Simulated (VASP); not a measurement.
# KCl (Pm-3m) in VASP: a series of runs, part 2 of 2

VASP 6.6.1. The steps go on from the part before.

### Step 4. Single point, PBEsol

The input, INCAR:

```
  PREC = Accurate
  ENCUT = 520
  EDIFF = 1E-6
  ISMEAR = -1
  SIGMA = 0.05
  LREAL = F
  LASPH = T
  NELM = 100
  ALGO = Normal
  ISIF = 2
  LWAVE = F
  LCHARG = F
  GGA = PS
  NBANDS = 15
```

The input, KPOINTS:

```
Automatic mesh
0
Gamma
  7 7 7
```

The input, POSCAR:

```
KCl
1.0
    3.9144934694      0.0000000000      0.0000000000
    0.0000000000      3.9144934694      0.0000000000
    0.0000000000      0.0000000000      3.9144934694
K Cl
1 1
Direct
    0.0000000000      0.0000000000      0.0000000000
    0.5000000000      0.5000000000      0.5000000000
```

Potentials or basis: VASP PAW PBE potentials, release 64 (K_sv, Cl).

Started as:

```console
$ cat potpaw_PBE.64/K_sv/POTCAR potpaw_PBE.64/Cl/POTCAR > POTCAR
$ mpirun -np 1 vasp_std > vasp.out
```

OUTCAR:

```text
PREC = Accurate
   ENCUT = 520
   EDIFF = 1E-6
   ISMEAR = -1
   LREAL = F
   LASPH = T
   NELM = 100
   ISIF = 2
   GGA = PS

 ion  position               nearest neighbor table
   1  0.000  0.000  0.000-
   2  0.500  0.500  0.500-

  LATTYP: Found a simple cubic cell.
 ALAT       =     3.9144934694

  Lattice vectors:

 A1 = (   3.9144934694,   0.0000000000,   0.0000000000)
 A2 = (   0.0000000000,   3.9144934694,   0.0000000000)
 A3 = (   0.0000000000,   0.0000000000,   3.9144934694)

Analysis of symmetry for initial positions (statically):
=====================================================================
 Subroutine PRICEL returns:
 Original cell was already a primitive cell.

 Routine SETGRP: Setting up the symmetry group for a
 simple cubic supercell.

 Subroutine GETGRP returns: Found 48 space group operations
 (whereof 48 operations were pure point group operations)
 out of a pool of 48 trial point group operations.

The static configuration has the point symmetry O_h .

[... 163 lines left out ...]
  band No.  band energies     occupation
      1     -29.1735      2.00000
      2     -13.6163      2.00000
      3     -12.6326      2.00000
      4     -12.6326      2.00000
      5     -12.6326      2.00000
      6      -1.3670      2.00000
      7      -1.3670      2.00000
      8      -1.3670      2.00000
      9       3.2315      0.00000
     10       5.3225      0.00000
     11       5.3225      0.00000
     12       9.2948      0.00000
     13       9.2948      0.00000
     14       9.2948      0.00000
[... 329 lines left out ...]
      2     -13.2900      2.00000
      3     -12.7721      2.00000
      4     -12.7721      2.00000
      5     -12.7708      2.00000
      6      -2.3310      2.00000
      7      -2.3310      2.00000
      8      -2.3054      2.00000
      9       6.9523      0.00000
     10       7.2420      0.00000
     11       7.2420      0.00000
     12       8.2539      0.00000
     13       8.4198      0.00000
     14       8.4198      0.00000
     15      10.9302      0.00000

------------------------ aborting loop because EDIFF is reached ----------------------------------------

  FORCE on cell =-STRESS in cart. coord.  units (eV):
  Direction    XX          YY          ZZ          XY          YZ          ZX
  --------------------------------------------------------------------------------------
  -------------------------------------------------------------------------------------
  Total       -0.8063076     -0.8063076     -0.8063076     -0.0000000      0.0000000     -0.0000000
  in kB      -21.5369719    -21.5369719    -21.5369719     -0.0000000      0.0000000     -0.0000000
  external PRESSURE =     -21.5369719 kB  Pullay stress =       0.0000000 kB

 VOLUME and BASIS-vectors are now :
 -----------------------------------------------------------------------------
  energy-cutoff  :      520.00
  volume of cell :       59.98
      direct lattice vectors                 reciprocal lattice vectors
     3.914493469  0.000000000  0.000000000     0.255460894  0.000000000  0.000000000
     0.000000000  3.914493469  0.000000000     0.000000000  0.255460894  0.000000000
     0.000000000  0.000000000  3.914493469     0.000000000  0.000000000  0.255460894

 POSITION                                       TOTAL-FORCE (eV/Angst)
 -----------------------------------------------------------------------------------
      0.00000      0.00000      0.00000         0.000000      0.000000      0.000000
      1.95725      1.95725      1.95725         0.000000      0.000000      0.000000
 -----------------------------------------------------------------------------------
    total drift:                                0.000000      0.000000     -0.000000

  FREE ENERGIE OF THE ION-ELECTRON SYSTEM (eV)
  ---------------------------------------------------
  free  energy   TOTEN  =        -6.8588490124 eV

  energy  without entropy=       -6.8588490124  energy(sigma->0) =       -6.85884901
```

OSZICAR:

```text
N       E                     dE             d eps       ncg     rms          rms(c)
DAV:   1     0.101772685536E+03    0.10177E+03   -0.70515E+03   600   0.949E+02
DAV:   2    -0.104733684392E+01   -0.10282E+03   -0.94098E+02   798   0.235E+02
DAV:   3    -0.695371249100E+01   -0.59064E+01   -0.58793E+01   838   0.508E+01
DAV:   4    -0.714720045305E+01   -0.19349E+00   -0.19347E+00   880   0.845E+00
DAV:   5    -0.714875707838E+01   -0.15566E-02   -0.15566E-02   845   0.854E-01    0.261E+00
DAV:   6    -0.689136774582E+01    0.25739E+00   -0.27098E-01   761   0.308E+00    0.215E+00
DAV:   7    -0.685795268429E+01    0.33415E-01   -0.72770E-02   810   0.180E+00    0.131E+00
DAV:   8    -0.685852569596E+01   -0.57301E-03   -0.17106E-02   857   0.963E-01    0.211E-01
DAV:   9    -0.685859132844E+01   -0.65632E-04   -0.90202E-04   789   0.210E-01    0.109E-01
DAV:  10    -0.685885332232E+01   -0.26199E-03   -0.34632E-04   677   0.145E-01    0.368E-02
DAV:  11    -0.685884735085E+01    0.59715E-05   -0.56406E-05   817   0.528E-02    0.225E-02
DAV:  12    -0.685884915507E+01   -0.18042E-05   -0.84470E-06   684   0.183E-02    0.297E-03
DAV:  13    -0.685884901243E+01    0.14264E-06   -0.23286E-07   552   0.382E-03
   1 F= -.68588490E+01 E0= -.68588490E+01  d E =-.903141E-11
```

stdout:

```text
POSCAR found type information on POSCAR K Cl
 POSCAR found :  2 types and       2 ions
 scaLAPACK will be used
 -----------------------------------------------------------------------------
|                                                                             |
|                                                                             |
|     You enforced a specific xc type in the INCAR file but a different       |
|     I HOPE YOU KNOW WHAT YOU ARE DOING!                                     |
|                                                                             |
 -----------------------------------------------------------------------------

 LDA part: xc-table for (Slater+PW92), standard interpolation
 POSCAR, INCAR and KPOINTS ok, starting setup
 FFT: planning ... GRIDC
 FFT: planning ... GRID_SOFT
 FFT: planning ... GRID
 WAVECAR not read
 entering main loop
```

It took 11 s on 1 thread of Intel Xeon Platinum 8488C (Sapphire Rapids), shared host; peak memory 0.17 GiB.

What came out:

```
Free energy            : -6.8588 eV
Pressure               : -2.2 GPa
Band gap on the k mesh : 4.42 eV, indirect (least direct gap 4.60 eV)
```

Levels at points of the mesh, in eV from the valence-band top:
| k point | band 5 | band 6 | band 7 | band 8 | band 9 | band 10 | band 11 | band 12 |
| --- | --- | --- | --- | --- | --- | --- | --- | --- |
| (0.00, 0.00, 0.00) | -11.44 | -0.18 | -0.18 | -0.18 | 4.42 | 6.51 | 6.51 | 10.49 |

Caveat: the PAW data sets were made with another functional, which shifts forces and pressure a little.

### Step 5. Single point, HSE06

This run uses another cell than the first one, of 29.43 Å³/atom, 1.083 times its volume.

The input, POSCAR:

```
KCl
1.0
    3.8897175305      0.0000000000      0.0000000000
    0.0000000000      3.8897175305      0.0000000000
    0.0000000000      0.0000000000      3.8897175305
K Cl
1 1
Direct
    0.0000000000      0.0000000000      0.0000000000
    0.5000000000      0.5000000000      0.5000000000
```

The input, INCAR.step1:

```
PREC = Accurate
ENCUT = 520
EDIFF = 1E-5
ISMEAR = -1
SIGMA = 0.05
LREAL = False
LASPH = True
NELM = 80
ALGO = Normal
ISIF = 2
LWAVE = True
LCHARG = False
GGA = PE
NBANDS = 15
```

The input, INCAR.step2:

```
PREC = Accurate
ENCUT = 520
EDIFF = 1E-7
ISMEAR = -1
SIGMA = 0.05
LREAL = False
LASPH = True
NELM = 80
ALGO = Normal
ISIF = 2
LWAVE = False
LCHARG = False
GGA = PE
LHFCALC = True
HFSCREEN = 0.2079
PRECFOCK = Normal
ISTART = 1
NBANDS = 15
```

The input, KPOINTS:

```
regular mesh
0
Gamma
  4 4 4
```

Started as:

```console
$ cat potpaw_PBE.64/K_sv/POTCAR potpaw_PBE.64/Cl/POTCAR > POTCAR
$ cp INCAR.step1 INCAR
$ mpirun -np 1 vasp_std > vasp.out
$ cp INCAR.step2 INCAR
$ mpirun -np 1 vasp_std > vasp.out
```

Wall time 3.8 min (1 thread of Intel Xeon Platinum 8488C (Sapphire Rapids), shared host); peak memory 0.28 GiB.

It converged, with:

```
Free energy            : -7.7052 eV
Pressure               : -1.1 GPa
Band gap on the k mesh : 5.95 eV, indirect (least direct gap 6.16 eV)
```

Levels at points of the mesh, in eV from the valence-band top:
| k point | band 4 | band 5 | band 6 | band 7 | band 8 | band 9 | band 10 | band 11 | band 12 | band 13 |
| --- | --- | --- | --- | --- | --- | --- | --- | --- | --- | --- |
| (0.00, 0.00, 0.00) | -12.29 | -12.29 | -0.21 | -0.21 | -0.21 | 5.95 | 8.02 | 8.02 | 12.37 | 12.37 |
| (0.50, 0.00, 0.00) | -12.27 | -12.19 | -1.75 | -0.20 | -0.20 | 8.87 | 9.45 | 9.51 | 11.50 | 12.17 |
| (0.50, 0.50, 0.00) | -12.49 | -12.25 | -1.22 | -1.22 | 0.00 | 7.51 | 8.71 | 10.53 | 10.53 | 12.53 |
| (0.50, 0.50, 0.50) | -12.44 | -12.44 | -1.30 | -1.30 | -1.30 | 10.03 | 10.03 | 10.03 | 11.46 | 11.46 |

Caveat: the PAW data sets were made with another functional, which shifts forces and pressure a little.

### Step 6. Single point, HSE06

This run uses another cell than the first one, of 29.99 Å³/atom, 1.104 times its volume.

The input, POSCAR:

```
KCl
1.0
    3.9144934694      0.0000000000      0.0000000000
    0.0000000000      3.9144934694      0.0000000000
    0.0000000000      0.0000000000      3.9144934694
K Cl
1 1
Direct
    0.0000000000      0.0000000000      0.0000000000
    0.5000000000      0.5000000000      0.5000000000
```

The input, INCAR.step1:

```
SYSTEM = KCl
  PREC = Accurate
  ENCUT = 520
  EDIFF = 1E-5
  ISMEAR = -1
  SIGMA = 0.05
  LREAL = .FALSE.
  LASPH = .TRUE.
  NELM = 80
  ALGO = Normal
  ISIF = 2
  LWAVE = .TRUE.
  GGA = PE
  NBANDS = 15
```

The input, INCAR.step2:

```
SYSTEM = KCl
  PREC = Accurate
  ENCUT = 520
  EDIFF = 1E-6
  ISMEAR = -1
  SIGMA = 0.05
  LREAL = .FALSE.
  LASPH = .TRUE.
  NELM = 80
  ALGO = Normal
  ISIF = 2
  LWAVE = .FALSE.
  LCHARG = .TRUE.
  GGA = PE
  LHFCALC = .TRUE.
  HFSCREEN = 0.2079
  PRECFOCK = Normal
  LELF = .TRUE.
  LVHAR = .TRUE.
  ISTART = 1
  NBANDS = 15
```

The input, KPOINTS:

```
Automatic mesh
0
G
  4 4 4
  0 0 0
```

Potentials or basis: VASP PAW PBE potentials, release 64 (K_sv, Cl).

Started as:

```console
$ cat potpaw_PBE.64/K_sv/POTCAR potpaw_PBE.64/Cl/POTCAR > POTCAR
$ cp INCAR.step1 INCAR
$ mpirun -np 1 vasp_std > vasp.out
$ cp INCAR.step2 INCAR
$ mpirun -np 1 vasp_std > vasp.out
```

OUTCAR:

```text
SYSTEM = KCl
   PREC = Accurate
   ENCUT = 520
   EDIFF = 1E-6
   ISMEAR = -1
   LREAL = .FALSE.
   LASPH = .TRUE.
   NELM = 80
   ISIF = 2
   GGA = PE
   LHFCALC = .TRUE.
   HFSCREEN = 0.2079
   PRECFOCK = Normal
   ISTART = 1

 ion  position               nearest neighbor table
   1  0.000  0.000  0.000-
   2  0.500  0.500  0.500-

  LATTYP: Found a simple cubic cell.
 ALAT       =     3.9144934694

  Lattice vectors:

 A1 = (   3.9144934694,   0.0000000000,   0.0000000000)
 A2 = (   0.0000000000,   3.9144934694,   0.0000000000)
 A3 = (   0.0000000000,   0.0000000000,   3.9144934694)

Analysis of symmetry for initial positions (statically):
=====================================================================
 Subroutine PRICEL returns:
 Original cell was already a primitive cell.

 Routine SETGRP: Setting up the symmetry group for a
 simple cubic supercell.

 Subroutine GETGRP returns: Found 48 space group operations
 (whereof 48 operations were pure point group operations)
 out of a pool of 48 trial point group operations.

The static configuration has the point symmetry O_h .

Analysis of symmetry for dynamics (positions and initial velocities):
=====================================================================
 Subroutine PRICEL returns:
 Original cell was already a primitive cell.

 Routine SETGRP: Setting up the symmetry group for a
 simple cubic supercell.

 Subroutine GETGRP returns: Found 48 space group operations
 (whereof 48 operations were pure point group operations)
 out of a pool of 48 trial point group operations.

The dynamic configuration has the point symmetry O_h .

 Subroutine INISYM returns: Found 48 space group operations
 (whereof 48 operations are pure point group operations),
 and found     1 'primitive' translations

[... 113 lines left out ...]
   HFSCREENC=   0.2079 screening length for correlation (either q_TF or 0.3 A-1)
   ENCUTFOCK=  -1.0 apply spherical cutoff to Coloumb kernel
   IVDW    =     0    specifies the selected vdW correction
   LEPSILON=     F    determine dielectric tensor
   LRPA    =     F    only Hartree local field effects (RPA)
 non-spin polarized calculation
  energy-cutoff  :      520.00
  volume of cell :       59.98
 maximum number of plane-waves:      1640
 NGX is ok and might be reduce to    30
  NGX = 24; NGY = 24; NGZ = 24

 number of electron      15.9999996 magnetization

 Free energy of the ion-electron system (eV)
  ---------------------------------------------------
  ext. energy  EPLUGINS =         0.00000000
  ---------------------------------------------------
  free energy    TOTEN  =        -7.69701090 eV

  energy without entropy =       -7.69701090  energy(sigma->0) =       -7.69701090

 E-fermi :  -0.9445     XC(G=0):  -6.5335

 val. band max:       -2.0503902079   @ k =   0.5000   0.5000   0.0000
 cond. band min:       3.8169399173   @ k =   0.0000   0.0000   0.0000
 fundamental gap:      5.8673301252
 Fermi energy:        -0.9445085560

 k-point     1 :       0.0000    0.0000    0.0000
  band No.  band energies     occupation
      1     -32.3429      2.00000
      2     -15.6917      2.00000
      3     -14.3845      2.00000
      4     -14.3845      2.00000
      5     -14.3845      2.00000
      6      -2.2563      2.00000
      7      -2.2563      2.00000
      8      -2.2563      2.00000
      9       3.8169      0.00000
     10       5.9733      0.00000
     11       5.9733      0.00000
     12      10.2590      0.00000
     13      10.2590      0.00000
     14      10.2590      0.00000
[... 149 lines left out ...]
      2     -15.3184      2.00000
      3     -14.5260      2.00000
      4     -14.5260      2.00000
      5     -14.5260      2.00000
      6      -3.3030      2.00000
      7      -3.3030      2.00000
      8      -3.3030      2.00000
      9       7.9169      0.00000
     10       7.9169      0.00000
     11       7.9169      0.00000
     12       9.3178      0.00000
     13       9.3178      0.00000
     14       9.3178      0.00000
     15      11.9394      0.00000

------------------------ aborting loop because EDIFF is reached ----------------------------------------

  FORCE on cell =-STRESS in cart. coord.  units (eV):
  Direction    XX          YY          ZZ          XY          YZ          ZX
  --------------------------------------------------------------------------------------
  -------------------------------------------------------------------------------------
  Total       -0.5014977     -0.5014977     -0.5014977     -0.0000000      0.0000000     -0.0000000
  in kB      -13.3953104    -13.3953104    -13.3953104     -0.0000000      0.0000000     -0.0000000
  external PRESSURE =     -13.3953104 kB  Pullay stress =       0.0000000 kB

 VOLUME and BASIS-vectors are now :
 -----------------------------------------------------------------------------
  energy-cutoff  :      520.00
  volume of cell :       59.98
      direct lattice vectors                 reciprocal lattice vectors
     3.914493469  0.000000000  0.000000000     0.255460894  0.000000000  0.000000000
     0.000000000  3.914493469  0.000000000     0.000000000  0.255460894  0.000000000
     0.000000000  0.000000000  3.914493469     0.000000000  0.000000000  0.255460894

 POSITION                                       TOTAL-FORCE (eV/Angst)
 -----------------------------------------------------------------------------------
      0.00000      0.00000      0.00000         0.000000      0.000000      0.000000
      1.95725      1.95725      1.95725         0.000000      0.000000      0.000000
 -----------------------------------------------------------------------------------
    total drift:                                0.000000      0.000000      0.000000

  FREE ENERGIE OF THE ION-ELECTRON SYSTEM (eV)
  ---------------------------------------------------
  free  energy   TOTEN  =        -7.6970109020 eV

  energy  without entropy=       -7.6970109020  energy(sigma->0) =       -7.69701090
```

OUTCAR.step1:

```text
SYSTEM = KCl
   PREC = Accurate
   ENCUT = 520
   EDIFF = 1E-5
   ISMEAR = -1
   LREAL = .FALSE.
[... 385 lines left out ...]
      0.00000      0.00000      0.00000         0.000000      0.000000      0.000000
      1.95725      1.95725      1.95725         0.000000      0.000000      0.000000
 -----------------------------------------------------------------------------------
    total drift:                                0.000000      0.000000     -0.000000

  FREE ENERGIE OF THE ION-ELECTRON SYSTEM (eV)
  ---------------------------------------------------
  free  energy   TOTEN  =        -6.6432696735 eV

  energy  without entropy=       -6.6432696735  energy(sigma->0) =       -6.64326967
```

OSZICAR.step1:

```text
N       E                     dE             d eps       ncg     rms          rms(c)
DAV:   1     0.975361008242E+02    0.97536E+02   -0.71980E+03   300   0.970E+02
DAV:   2    -0.874124133691E+00   -0.98410E+02   -0.90954E+02   363   0.237E+02
DAV:   3    -0.673617146495E+01   -0.58620E+01   -0.58323E+01   419   0.506E+01
DAV:   4    -0.697733052382E+01   -0.24116E+00   -0.24113E+00   444   0.934E+00
DAV:   5    -0.697940670209E+01   -0.20762E-02   -0.20762E-02   419   0.999E-01    0.276E+00
DAV:   6    -0.667816444484E+01    0.30124E+00   -0.33215E-01   370   0.316E+00    0.224E+00
DAV:   7    -0.664124972884E+01    0.36915E-01   -0.92325E-02   363   0.191E+00    0.139E+00
DAV:   8    -0.664292653907E+01   -0.16768E-02   -0.18931E-02   417   0.103E+00    0.226E-01
DAV:   9    -0.664295437531E+01   -0.27836E-04   -0.88853E-04   399   0.209E-01    0.124E-01
DAV:  10    -0.664327851669E+01   -0.32414E-03   -0.45959E-04   314   0.165E-01    0.373E-02
DAV:  11    -0.664326967352E+01    0.88432E-05   -0.30079E-05   433   0.394E-02
   1 F= -.66432697E+01 E0= -.66432697E+01  d E =-.294129E-10
```

Run time: 3.1 min. Hardware: 1 thread of Intel Xeon Platinum 8488C (Sapphire Rapids), shared host; peak memory 0.28 GiB.

What came out:

| Item | Value |
| --- | --- |
| Free energy | -7.6970 eV |
| Pressure | -1.3 GPa |
| Band gap on the k mesh | 5.87 eV, indirect (least direct gap 6.07 eV) |

Caveat: the PAW data sets were made with another functional, which shifts forces and pressure a little. A k mesh can miss the band edges.

### Step 7. Overview

```csv
level,cell,k mesh,grid for exact exchange (PRECFOCK),screening parameter,gap on the mesh (eV),pressure (GPa)
PBEsol,"a = 3.787 Å, 2 atoms",7 × 7 × 7,-,-,4.81,-0.8
PBEsol,"a = 3.865 Å, 2 atoms",7 × 7 × 7,-,-,4.56,-1.7
PBEsol,"a = 3.914 Å, 2 atoms",7 × 7 × 7,-,-,4.42,-2.2
HSE06,"a = 3.890 Å, 2 atoms",4 × 4 × 4,Normal,0.2079 1/Å,5.95,-1.1
HSE06,"a = 3.914 Å, 2 atoms",4 × 4 × 4,Normal,0.2079 1/Å,5.87,-1.3
```

Alike in all rows: task single point; potentials or basis VASP PAW PBE potentials, release 64 (K_sv, Cl); no spin polarisation; cutoff (eV) 520; smearing fermi-dirac 0.05 eV.

Caveats: the PAW data sets were made with another functional, which shifts forces and pressure a little.

Absolute energies hang on the potentials; compare differences alone.
